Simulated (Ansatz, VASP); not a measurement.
**One calculation of Pd, two programs**

Contents of INCAR:

```
SYSTEM = Pd
PREC     = Accurate       ! precision mode
ENCUT    = 520            ! plane-wave cutoff, eV
EDIFF    = 1E-7           ! SCF threshold, eV
ISMEAR   = 0              ! smearing method
SIGMA    = 0.1            ! smearing width, eV
LREAL    = .False.        ! projectors in reciprocal space
LASPH    = .True.         ! aspherical terms in the spheres
NELM     = 100            ! most SCF steps
ALGO     = Normal         ! electronic algorithm
ISIF     = 2              ! what is computed and relaxed
LWAVE    = .False.        ! write WAVECAR
LCHARG   = .True.         ! write CHGCAR
GGA      = PS             ! functional
LELF     = .True.         ! ELF
LVHAR    = .True.       
NBANDS   = 11             ! bands
```

KPOINTS

```
Automatic mesh
0
Gamma
  18 18 18
  0 0 0
```

POSCAR

```
Pd
1.0
    0.0000000000      1.9566721837      1.9566721837
    1.9566721837      0.0000000000      1.9566721837
    1.9566721837      1.9566721837      0.0000000000
Pd
1
Direct
    0.0000000000      0.0000000000      0.0000000000
```

Input for Ansatz:

```yaml
crystal:
  lattice:
    - [0.0, 1.9566721837, 1.9566721837]
    - [1.9566721837, 0.0, 1.9566721837]
    - [1.9566721837, 1.9566721837, 0.0]
  atoms:
    - { symbol: Pd, position: [0.0, 0.0, 0.0] }
basis:
  ecutwfc: 420
kpoints:
  mp_grid: { grid: [18, 18, 18] }
hamiltonian:
  xc: pbesol
scf:
  occupations: { method: gaussian, width: 0.1 }
output:
  forces: true
  stress: true
  eigenvalues: true
```

Alike in both runs: task single point; functional PBEsol; k mesh 18 × 18 × 18; occupations gaussian, width 0.1 eV; no spin polarisation.

|  | VASP | Ansatz |
| --- | --- | --- |
| version | VASP 6.6.1 | Ansatz 0.2.0 |
| potentials or method | VASP PAW PBE potentials, release 64 (Pd), cutoff 520 eV | scalar-relativistic, plane waves, PAW |
| valence electrons in the cell | 10 | 18 |

Ansatz gave:

| Property | Result |
| --- | --- |
| gap on the k mesh at the Fermi level (eV) | none |
| pressure (GPa) | -5.6 |

What did VASP give for the same quantities?

gap on the k mesh at the Fermi level (eV): none; pressure (GPa): -5.9.

VASP's potentials were made for PBE, not for PBEsol. A gap of «none» marks a metal or a gap that the smearing closes. VASP's potentials hold 10 valence electrons a cell and Ansatz's 18, so a difference there can come from the potentials and not from the codes.
